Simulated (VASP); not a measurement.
# CuO (P1) in VASP: single point with PBE

Aim: the single point of CuO with PBE.

Everything below comes from runs of VASP 6.6.1. Logs are shortened: lines on timing, memory, paths and dates and some standing lists are left out, and cuts for length are marked.

## 1. The cell of the first run

The typed cell holds 4 atoms: a = 3.180 Å, b = 3.180 Å, c = 4.431 Å, α = 90.00°, β = 90.00°, γ = 120.00°.

## 2. Single point, PBE (atoms moved at random)

Input file INCAR:

```
SYSTEM = CuO
PREC = Accurate ; ENCUT = 520
EDIFF = 1E-6 ; ISMEAR = -1
SIGMA = 0.05 ; LREAL = .False.
LASPH = .True. ; NELM = 100
ALGO = Normal ; ISIF = 2
LWAVE = .False. ; LCHARG = .False.
GGA = PE ; NBANDS = 25
```

Input file KPOINTS:

```
regular mesh
0
Gamma
  10 10 6
  0 0 0
```

Input file POSCAR:

```
CuO
1.0
    3.1795331000      0.0000000000      0.0000000000
   -1.5897665500      2.7535564400      0.0000000000
    0.0000000000      0.0000000000      4.4314907300
Cu O
2 2
Direct
    0.0143570000      0.0135510000      0.0043770000
   -0.0205790000     -0.0050740000      0.4938040000
    0.3328320000      0.6608030000      0.2502360000
    0.6533420000      0.3179480000      0.7458560000
```

Potentials or basis: VASP PAW PBE potentials, release 64 (Cu, O).

The run is started by

```sh
> cat potpaw_PBE.64/Cu/POTCAR potpaw_PBE.64/O/POTCAR > POTCAR
> mpirun -np 1 vasp_std > vasp.out
```

OUTCAR:

```text
SYSTEM = CuO
   PREC = Accurate
   ENCUT = 520
   EDIFF = 1E-6
   ISMEAR = -1
   LREAL = .False.
   LASPH = .True.
   NELM = 100
   ISIF = 2
   GGA = PE

 ion  position               nearest neighbor table
   1  0.014  0.014  0.004-   3 2.09   4 2.10   3 2.15   4 2.16   3 2.17   2 2.17   4 2.23   2 2.26

   2  0.979  0.995  0.494-   3 2.08   4 2.11   3 2.13   4 2.17   1 2.17   4 2.17   3 2.18   1 2.26

   3  0.333  0.661  0.250-   2 2.08   1 2.09   2 2.13   1 2.15   1 2.17   2 2.18
   4  0.653  0.318  0.746-   1 2.10   2 2.11   1 2.16   2 2.17   2 2.17   1 2.23

  LATTYP: Found a hexagonal cell.
 ALAT       =     3.1795331000
 C/A-ratio  =     1.3937551806

  Lattice vectors:

 A1 = (   3.1795331000,   0.0000000000,   0.0000000000)
 A2 = (  -1.5897665500,   2.7535564400,   0.0000000000)
 A3 = (   0.0000000000,   0.0000000000,   4.4314907300)

Analysis of symmetry for initial positions (statically):
=====================================================================
 Subroutine PRICEL returns:
 Original cell was already a primitive cell.

 Routine SETGRP: Setting up the symmetry group for a
 hexagonal supercell.

 Subroutine GETGRP returns: Found  1 space group operations
 (whereof  1 operations were pure point group operations)
 out of a pool of 24 trial point group operations.

The static configuration has the point symmetry C_1 .

Analysis of symmetry for dynamics (positions and initial velocities):
=====================================================================
 Subroutine PRICEL returns:
 Original cell was already a primitive cell.

 Routine SETGRP: Setting up the symmetry group for a
 hexagonal supercell.

 Subroutine GETGRP returns: Found  1 space group operations
 (whereof  1 operations were pure point group operations)
 out of a pool of 24 trial point group operations.

The dynamic configuration has the point symmetry C_1 .

 Subroutine INISYM returns: Found  1 space group operations
 (whereof  1 operations are pure point group operations),
 and found     1 'primitive' translations

----------------------------------------------------------------------------------------

                                     Primitive cell

  volume of cell :      38.7978

  direct lattice vectors                    reciprocal lattice vectors
     3.179533100  0.000000000  0.000000000     0.314511587  0.181583349  0.000000000
    -1.589766550  2.753556440  0.000000000     0.000000000  0.363166698  0.000000000
     0.000000000  0.000000000  4.431490730     0.000000000  0.000000000  0.225657699

  length of vectors
     3.179533100  3.179533103  4.431490730     0.363166698  0.363166698  0.225657699

  position of ions in fractional coordinates (direct lattice)
     0.014357000  0.013551000  0.004377000
     0.979421000  0.994926000  0.493804000
     0.332832000  0.660803000  0.250236000
     0.653342000  0.317948000  0.745856000

  ion indices of the primitive-cell ions
   primitive index   ion index
                 1           1
                 2           2
                 3           3
                 4           4

----------------------------------------------------------------------------------------

 KPOINTS: regular mesh

Automatic generation of k-mesh.
 Grid dimensions read from file:
 generate k-points for:   10   10    6

 Generating k-lattice:

  Cartesian coordinates                     Fractional coordinates (reciprocal lattice)
     0.031451159  0.018158335  0.000000000     0.100000000  0.000000000  0.000000000
     0.000000000  0.036316670  0.000000000     0.000000000  0.100000000  0.000000000
     0.000000000  0.000000000  0.037609616     0.000000000  0.000000000  0.166666667

  Length of vectors
     0.036316670  0.036316670  0.037609616

  Shift w.r.t. Gamma in fractional coordinates (k-lattice)
     0.000000000  0.000000000  0.000000000

 Subroutine IBZKPT returns following result:
 ===========================================

 Found    304 irreducible k-points:

 Following reciprocal coordinates:
            Coordinates               Weight
  0.000000  0.000000  0.000000      1.000000
  0.100000  0.000000  0.000000      2.000000
  0.000000  0.100000  0.000000      2.000000
 -0.100000  0.100000  0.000000      2.000000
  0.200000  0.000000  0.000000      2.000000
  0.000000  0.200000  0.000000      2.000000
[... 16 lines left out ...]
 -0.200000  0.300000  0.000000      2.000000
  0.100000  0.200000  0.000000      2.000000
 [... further k-points ...]
   k-points           NKPTS =    304   k-points in BZ     NKDIM =    304   number of bands    NBANDS=     25
   number of dos      NEDOS =    301   number of ions     NIONS =      4
   total plane-waves  NPLWV =  20736
   dimension x,y,z NGX =    24 NGY =   24 NGZ =   36
   dimension x,y,z NGXF=    48 NGYF=   48 NGZF=   72
   ions per type =               2   2
   NGX,Y,Z   is equivalent  to a cutoff of  12.55, 12.55, 13.51 a.u.
   NGXF,Y,Z  is equivalent  to a cutoff of  25.10, 25.10, 27.01 a.u.
 SYSTEM =  CuO
   PREC   = accura    normal or accurate (medium, high low for compatibility)
   ISTART =      0    job   : 0-new  1-cont  2-samecut
   ICHARG =      2    charge: 1-file 2-atom 10-const
   ISPIN  =      1    spin polarized calculation?
   LNONCOLLINEAR =      F non collinear calculations
   LSORBIT =      F    spin-orbit coupling
   LASPH  =      T    aspherical Exc in radial PAW
   ENCUT  =  520.0 eV  38.22 Ry    6.18 a.u.   5.91  5.91  8.24*2*pi/ulx,y,z
   NELM   =    100;   NELMIN=  2; NELMDL= -5     # of ELM steps
   EDIFF  = 0.1E-05   stopping-criterion for ELM
   LREAL  =      F    real-space projection
   EDIFFG = 0.1E-04   stopping-criterion for IOM
   NSW    =      0    number of steps for IOM
   IBRION =     -1    ionic relax: 0-MD 1-quasi-New 2-CG
   NFREE  =      0    steps in history (QN), initial steepest desc. (CG)
   ISIF   =      2    stress and relaxation
   ISYM   =      2    0-nonsym 1-usesym 2-fastsym
   POTIM  = 0.5000    time-step for ionic-motion
   TEBEG  =    0.0;   TEEND  =   0.0 temperature during run
   PSTRESS=    0.0 pullay stress
   NELECT =      34.0000    total number of electrons
   NUPDOWN=      -1.0000    fix difference up-down
   EMIN   =  10.00;   EMAX   =-10.00  energy-range for DOS
   EFERMI =   0.00;   METHOD = LEGACY
   ISMEAR =    -1;   SIGMA  =   0.05  broadening in eV -4-tet -1-fermi 0-gaus
   EFERMI_NEDOS =   21; number of points for ismear=-14 and -15
   IALGO  =     38    algorithm
   IMIX   =      4    mixing-type and parameters
     AMIX     =   0.40;   BMIX     =  1.00
     AMIX_MAG =   1.60;   BMIX_MAG =  1.00
  volume/ion in A,a.u.               =       9.70        65.46
  Fermi-wavevector in a.u.,A,eV,Ry     =   1.566626  2.960494 33.393023  2.454318
  Thomas-Fermi vector in A             =   2.668926
   LORBIT       =      0    0 simple, 1 ext, 2 COOP (PROOUT), +10 PAW based schemes
   GGA     = PE    functional components
   LHFCALC =     F    Hartree Fock is set to
   AEXX    =    0.0000 exact exchange contribution
   IVDW    =     0    specifies the selected vdW correction
   LEPSILON=     F    determine dielectric tensor
   LRPA    =     F    only Hartree local field effects (RPA)
 non-spin polarized calculation
  energy-cutoff  :      520.00
  volume of cell :       38.80
 maximum number of plane-waves:      1056
   NGX = 11   NGY = 11   NGZ = 17

 number of electron      33.9999993 magnetization

 Free energy of the ion-electron system (eV)
  ---------------------------------------------------
  ext. energy  EPLUGINS =         0.00000000
  ---------------------------------------------------
  free energy    TOTEN  =       -18.10384947 eV

  energy without entropy =      -18.07577519  energy(sigma->0) =      -18.08981233

 E-fermi :   5.7268     XC(G=0): -12.2108

 val. band max:        5.7263851101   @ k =  -0.3000   0.0000   0.3333
 cond. band min:       5.7271487217   @ k =   0.2000   0.2000   0.5000
 fundamental gap:      0.0007636116
 Fermi energy:         5.7268373839

 k-point     1 :       0.0000    0.0000    0.0000
  band No.  band energies     occupation
      1     -13.5129      2.00000
      2     -11.9380      2.00000
      3      -0.8210      2.00000
      4       0.3256      2.00000
      5       0.4097      2.00000
      6       1.4688      2.00000
[... 17 lines left out ...]
     24      23.3509      0.00000
     25      23.6285      0.00000

 k-point     2 :       0.1000    0.0000    0.0000
  band No.  band energies     occupation
      1     -13.4341      2.00000
      2     -11.9418      2.00000
      3      -0.6807      2.00000
      4       0.3486      2.00000
      5       0.4477      2.00000
      6       1.3111      2.00000
[... 17 lines left out ...]
     24      21.4717      0.00000
     25      23.0166      0.00000

 k-point     3 :       0.0000    0.1000    0.0000
  band No.  band energies     occupation
      1     -13.4343      2.00000
      2     -11.9419      2.00000
      3      -0.6821      2.00000
      4       0.3486      2.00000
      5       0.4328      2.00000
      6       1.3344      2.00000
[... 17 lines left out ...]
     24      21.5454      0.00000
     25      23.0506      0.00000

 k-point     4 :      -0.1000    0.1000    0.0000
  band No.  band energies     occupation
      1     -13.4343      2.00000
      2     -11.9418      2.00000
      3      -0.6820      2.00000
      4       0.3467      2.00000
      5       0.4414      2.00000
      6       1.3222      2.00000
[... 17 lines left out ...]
     24      21.5265      0.00000
     25      23.0538      0.00000
[... 477 lines left out ...]
 k-point    22 :      -0.3000    0.2000    0.0000
  band No.  band energies     occupation
      1     -13.0242      2.00000
      2     -11.9758      2.00000
      3      -0.0068      2.00000
      4       0.0719      2.00000
      5       0.4585      2.00000
      6       0.6146      2.00000
[... 17 lines left out ...]
     24      19.9787      0.00000
     25      20.2604      0.00000

 k-point    23 :      -0.2000    0.3000    0.0000
  band No.  band energies     occupation
      1     -13.0239      2.00000
      2     -11.9774      2.00000
      3       0.0224      2.00000
      4       0.0707      2.00000
      5       0.3922      2.00000
      6       0.6815      2.00000
[... 17 lines left out ...]
     24      19.9373      0.00000
     25      20.2288      0.00000

 k-point    24 :       0.1000    0.2000    0.0000
  band No.  band energies     occupation
      1     -13.0238      2.00000
      2     -11.9772      2.00000
      3      -0.0294      2.00000
      4       0.0716      2.00000
      5       0.4881      2.00000
      6       0.6552      2.00000
[... 17 lines left out ...]
     24      19.9721      0.00000
     25      20.2324      0.00000

 [... further k-points ...]

------------------------ aborting loop because EDIFF is reached ----------------------------------------

  FORCE on cell =-STRESS in cart. coord.  units (eV):
  Direction    XX          YY          ZZ          XY          YZ          ZX
  --------------------------------------------------------------------------------------
  -------------------------------------------------------------------------------------
  Total       -2.2197624     -1.9631363      9.3110797     -0.0722895     -0.0004453     -0.0965098
  in kB      -91.6663420    -81.0688229    384.5062899     -2.9852347     -0.0183881     -3.9854250
  external PRESSURE =      70.5903750 kB  Pullay stress =       0.0000000 kB

 VOLUME and BASIS-vectors are now :
 -----------------------------------------------------------------------------
  energy-cutoff  :      520.00
  volume of cell :       38.80
      direct lattice vectors                 reciprocal lattice vectors
     3.179533100  0.000000000  0.000000000     0.314511587  0.181583349  0.000000000
    -1.589766550  2.753556440  0.000000000     0.000000000  0.363166698  0.000000000
     0.000000000  0.000000000  4.431490730     0.000000000  0.000000000  0.225657699

 POSITION                                       TOTAL-FORCE (eV/Angst)
 -----------------------------------------------------------------------------------
      0.02411      0.03731      0.01940         0.106557     -0.131032     -1.063320
      1.53240      2.73958      2.18829         0.015059     -0.203098      1.056121
      0.00773      1.81956      1.10892        -0.092193      0.154354     -0.061250
      1.57186      0.87549      3.30525        -0.029422      0.179775      0.068450
 -----------------------------------------------------------------------------------
    total drift:                                0.000091      0.000948     -0.001084

  FREE ENERGIE OF THE ION-ELECTRON SYSTEM (eV)
  ---------------------------------------------------
  free  energy   TOTEN  =       -18.1038494701 eV

  energy  without entropy=      -18.0757751931  energy(sigma->0) =      -18.08981233
```

Run time: 3.1 min. Hardware: 1 thread of AMD EPYC 9R45 (Zen 5), shared host; peak memory 0.31 GiB.

Results:

```
Free energy            : -18.1038 eV
Pressure               : 7.1 GPa
Largest force          : 1.077 eV/Å
Band gap on the k mesh : zero (bands 17 and 18 overlap by 1.03 eV)
```

Forces in eV/Å, atoms in the order of the input:
```
Cu   0.107 -0.131 -1.063
Cu   0.015 -0.203  1.056
O   -0.092  0.154 -0.061
O   -0.029  0.180  0.068
```

Stress tensor (GPa, compression positive):
```
-9.17 -0.30 -0.40
-0.30 -8.11  0.00
-0.40  0.00 38.45
```

Levels at points of the mesh, in eV from the Fermi level:
| k point | band 14 | band 15 | band 16 | band 17 | band 18 | band 19 | band 20 | band 21 |
| --- | --- | --- | --- | --- | --- | --- | --- | --- |
| (0.00, 0.00, 0.00) | -1.45 | -1.39 | -0.15 | 0.55 | 0.62 | 1.43 | 5.10 | 11.39 |
| (0.50, 0.00, 0.00) | -1.69 | -1.47 | -1.25 | 0.36 | 0.43 | 6.68 | 6.82 | 9.58 |
| (0.00, 0.50, 0.00) | -1.67 | -1.50 | -1.24 | 0.33 | 0.50 | 6.69 | 6.72 | 9.82 |
| (0.50, 0.50, 0.00) | -1.66 | -1.50 | -1.24 | 0.34 | 0.49 | 6.68 | 6.75 | 9.75 |
| (0.00, 0.00, 0.50) | -2.11 | -0.21 | -0.18 | -0.10 | -0.09 | 4.13 | 4.23 | 13.67 |
| (0.50, 0.00, 0.50) | -1.81 | -0.64 | -0.59 | -0.52 | -0.49 | 5.93 | 6.02 | 10.16 |
| (0.00, 0.50, 0.50) | -1.78 | -0.64 | -0.58 | -0.50 | -0.41 | 5.85 | 5.92 | 10.11 |
| (0.50, 0.50, 0.50) | -1.82 | -0.63 | -0.55 | -0.50 | -0.47 | 5.85 | 5.97 | 10.10 |

Caveat: the cell differs from its parent crystal (atoms moved at random); the cell stands under pressure; semilocal functionals often make such compounds metallic where correlation or magnetic order opens a gap, which also shifts bond lengths; forces of over 1 eV/Å act on the atoms, so gaps and moduli don't describe the material at rest.
